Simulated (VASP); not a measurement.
# C (Fmmm) in VASP: a series of runs, part 2 of 2

VASP 6.6.1. Earlier steps stand in the parts before.

### 4 Electric field gradients, PBE (equal xx and yy strain of +3 %)

Input file INCAR:

```
SYSTEM = C
  PREC = Accurate
  ENCUT = 520
  EDIFF = 1E-8
  ISMEAR = -1
  SIGMA = 0.05
  LREAL = .FALSE.
  LASPH = .TRUE.
  NELM = 60
  ALGO = Normal
  ISIF = 2
  LWAVE = .FALSE.
  LCHARG = .FALSE.
  GGA = PE
  LEFG = .TRUE.
  NBANDS = 11
```

Input file KPOINTS:

```
Automatic mesh
0
G
  18 18 18
  0 0 0
```

Input file POSCAR:

```
C
1.0
    0.0000000000      2.1908100000      3.3480000000
    1.2648400000      0.0000000000      3.3480000000
    1.2648400000      2.1908100000      0.0000000000
C
2
Direct
    0.1666700000      0.8333300000      0.1666700000
    0.8333300000      0.1666700000      0.8333300000
```

Potentials or basis: VASP PAW PBE potentials, release 64 (C).

Command:

```bash
> cat potpaw_PBE.64/C/POTCAR > POTCAR
> mpirun -np 1 vasp_std > vasp.out
```

OUTCAR:

```text
SYSTEM = C
   PREC = Accurate
   ENCUT = 520
   EDIFF = 1E-8
   ISMEAR = -1
   LREAL = .FALSE.
   LASPH = .TRUE.
   NELM = 60
   ISIF = 2
   GGA = PE

 ion  position               nearest neighbor table
   1  0.167  0.833  0.167-   2 1.46   2 1.46   2 1.46
   2  0.833  0.167  0.833-   1 1.46   1 1.46   1 1.46

  LATTYP: Found a face centered orthorhombic cell.
 ALAT       =     2.5296800000
 B/A-ratio  =     1.7320846906
 C/A-ratio  =     2.6469751115

  Lattice vectors:

 A1 = (   0.0000000000,   2.1908100000,   3.3480000000)
 A2 = (   1.2648400000,   0.0000000000,   3.3480000000)
 A3 = (   1.2648400000,   2.1908100000,   0.0000000000)

Analysis of symmetry for initial positions (statically):
=====================================================================
 Subroutine PRICEL returns:
 Original cell was already a primitive cell.

 Routine SETGRP: Setting up the symmetry group for a
 face centered orthorhombic supercell.

 Subroutine GETGRP returns: Found  8 space group operations
 (whereof  8 operations were pure point group operations)
 out of a pool of  8 trial point group operations.

The static configuration has the point symmetry D_2h.

Analysis of symmetry for dynamics (positions and initial velocities):
=====================================================================
 Subroutine PRICEL returns:
 Original cell was already a primitive cell.

 Routine SETGRP: Setting up the symmetry group for a
 face centered orthorhombic supercell.

 Subroutine GETGRP returns: Found  8 space group operations
 (whereof  8 operations were pure point group operations)
 out of a pool of  8 trial point group operations.

The dynamic configuration has the point symmetry D_2h.

 Subroutine INISYM returns: Found  8 space group operations
 (whereof  8 operations are pure point group operations),
 and found     1 'primitive' translations

----------------------------------------------------------------------------------------

                                     Primitive cell

  volume of cell :      18.5548

  direct lattice vectors                    reciprocal lattice vectors
     0.000000000  2.190810000  3.348000000    -0.395306916  0.228226090  0.149342891
     1.264840000  0.000000000  3.348000000     0.395306916 -0.228226090  0.149342891
     1.264840000  2.190810000  0.000000000     0.395306916  0.228226090 -0.149342891

  length of vectors
     4.001093907  3.578955745  2.529717115     0.480268680  0.480268680  0.480268680

  position of ions in fractional coordinates (direct lattice)
     0.166670000  0.833330000  0.166670000
     0.833330000  0.166670000  0.833330000

  ion indices of the primitive-cell ions
   primitive index   ion index
                 1           1
                 2           2

----------------------------------------------------------------------------------------

 KPOINTS: Automatic mesh

[... 76 lines left out ...]
   TEBEG  =    0.0;   TEEND  =   0.0 temperature during run
   PSTRESS=    0.0 pullay stress
   NELECT =       8.0000    total number of electrons
   NUPDOWN=      -1.0000    fix difference up-down
   EMIN   =  10.00;   EMAX   =-10.00  energy-range for DOS
   EFERMI =   0.00;   METHOD = LEGACY
   ISMEAR =    -1;   SIGMA  =   0.05  broadening in eV -4-tet -1-fermi 0-gaus
   EFERMI_NEDOS =   21; number of points for ismear=-14 and -15
   IALGO  =     38    algorithm
   IMIX   =      4    mixing-type and parameters
     AMIX     =   0.40;   BMIX     =  1.00
     AMIX_MAG =   1.60;   BMIX_MAG =  1.00
  volume/ion in A,a.u.               =       9.28        62.61
  Fermi-wavevector in a.u.,A,eV,Ry     =   1.236762  2.337142 20.811213  1.529581
  Thomas-Fermi vector in A             =   2.371357
   LORBIT       =      0    0 simple, 1 ext, 2 COOP (PROOUT), +10 PAW based schemes
   GGA     = PE    functional components
   LHFCALC =     F    Hartree Fock is set to
   AEXX    =    0.0000 exact exchange contribution
   IVDW    =     0    specifies the selected vdW correction
   LEPSILON=     F    determine dielectric tensor
   LRPA    =     F    only Hartree local field effects (RPA)
 non-spin polarized calculation
  energy-cutoff  :      520.00
  volume of cell :       18.55
 maximum number of plane-waves:       520
 NGX is ok and might be reduce to    30
   NGX = 15   NGY = 13   NGZ =  9

 number of electron       8.0000000 magnetization

 Free energy of the ion-electron system (eV)
  ---------------------------------------------------
  ext. energy  EPLUGINS =         0.00000000
  ---------------------------------------------------
  free energy    TOTEN  =       -18.33650751 eV

  energy without entropy =      -18.33627911  energy(sigma->0) =      -18.33639331

 E-fermi :   4.2435     XC(G=0): -10.1777

 val. band max:        4.2010401049   @ k =  -0.2778   0.0556   0.3333
 cond. band min:       4.2826008541   @ k =  -0.2222   0.1111   0.3333
 fundamental gap:      0.0815607492
 Fermi energy:         4.2435021958

 k-point     1 :       0.0000    0.0000    0.0000
  band No.  band energies     occupation
      1     -14.8050      2.00000
      2      -1.7539      2.00000
      3       1.2028      2.00000
      4       1.2322      2.00000
      5       8.8440      0.00000
      6      12.0700      0.00000
      7      12.1510      0.00000
      8      14.7093      0.00000
      9      15.1487      0.00000
     10      25.9187      0.00000
     11      29.4553      0.00000
[... 309 lines left out ...]
 k-point    24 :      -0.2222    0.0556    0.0000
  band No.  band energies     occupation
      1     -13.0471      2.00000
      2      -3.6817      2.00000
      3      -0.9049      2.00000
      4      -0.0337      2.00000
      5       9.9455      0.00000
      6      11.1848      0.00000
      7      11.6339      0.00000
      8      17.6649      0.00000
      9      18.9394      0.00000
     10      21.9386      0.00000
     11      26.6821      0.00000

 [... further k-points ...]
[... 5 lines left out ...]
  --------------------------------------------------------------------------------------
  -------------------------------------------------------------------------------------
  Total       -3.1976505     -3.2604515      0.4518694      0.0000000      0.0000000      0.0000000
  in kB     -276.1123453   -281.5351152     39.0182500      0.0000000      0.0000000      0.0000000
  external PRESSURE =    -172.8764035 kB  Pullay stress =       0.0000000 kB

 VOLUME and BASIS-vectors are now :
 -----------------------------------------------------------------------------
  energy-cutoff  :      520.00
  volume of cell :       18.55
      direct lattice vectors                 reciprocal lattice vectors
     0.000000000  2.190810000  3.348000000    -0.395306916  0.228226090  0.149342891
     1.264840000  0.000000000  3.348000000     0.395306916 -0.228226090  0.149342891
     1.264840000  2.190810000  0.000000000     0.395306916  0.228226090 -0.149342891

 POSITION                                       TOTAL-FORCE (eV/Angst)
 -----------------------------------------------------------------------------------
      1.26484      0.73028      3.34800         0.000000      0.003688      0.000000
      1.26484      3.65134      3.34800         0.000000     -0.003688      0.000000
 -----------------------------------------------------------------------------------
    total drift:                               -0.000000     -0.000000     -0.000000

  FREE ENERGIE OF THE ION-ELECTRON SYSTEM (eV)
  ---------------------------------------------------
  free  energy   TOTEN  =       -18.3365075074 eV

  energy  without entropy=      -18.3362791057  energy(sigma->0) =      -18.33639331

 Electric field gradients (V/A^2)
---------------------------------------------------------------------
 ion       V_xx      V_yy      V_zz      V_xy      V_xz      V_yz
---------------------------------------------------------------------
   1     -12.989   -12.945    25.934     0.001     0.000     0.000
   2     -12.989   -12.945    25.934     0.001     0.000     0.000
---------------------------------------------------------------------

 Electric field gradients after diagonalization (V/A^2)
 (convention: |V_zz| > |V_xx| > |V_yy|)
----------------------------------------------------------------------
 ion       V_xx      V_yy      V_zz     asymmetry (V_yy - V_xx)/ V_zz
----------------------------------------------------------------------
   1     -12.989   -12.945    25.934       0.002
   2     -12.989   -12.945    25.934       0.002
----------------------------------------------------------------------

           NMR quadrupolar parameters

 Cq : quadrupolar parameter    Cq=e*Q*V_zz/h
 eta: asymmetry parameters     (V_yy - V_xx)/ V_zz
 Q  : nuclear electric quadrupole moment in mb (millibarn)
----------------------------------------------------------------------
 ion       Cq(MHz)       eta       Q (mb)
----------------------------------------------------------------------
   1       0.063       0.002       1.000
   2       0.063       0.002       1.000
----------------------------------------------------------------------
```

Wall time 3.1 min (1 thread of Intel Xeon 6975P-C, shared host); peak memory 0.26 GiB.

Results:

```
Free energy            : -18.3365 eV
Pressure               : -17.3 GPa
Largest force          : 0.004 eV/Å
Band gap on the k mesh : 0.08 eV, indirect (least direct gap 0.16 eV)
```

Forces in eV/Å, atoms in the order of the input:
```
C    0.000  0.004  0.000
C    0.000 -0.004  0.000
```

Stress tensor (GPa, compression positive):
```
-27.61   0.00   0.00
  0.00 -28.15   0.00
  0.00   0.00   3.90
```

Electric field gradients, principal values (V/Å²):
| atom | least | middle | greatest (by size) |
| --- | --- | --- | --- |
| 1 C | -12.945 | -12.989 | 25.934 |
| 2 C | -12.945 | -12.989 | 25.934 |

Caveat: the cell differs from its parent crystal (equal xx and yy strain of +3 %); without QUAD_EFG the Cq values of the log hold for a quadrupole moment of 1 mb, not for the nuclei. A k mesh can miss the band edges.
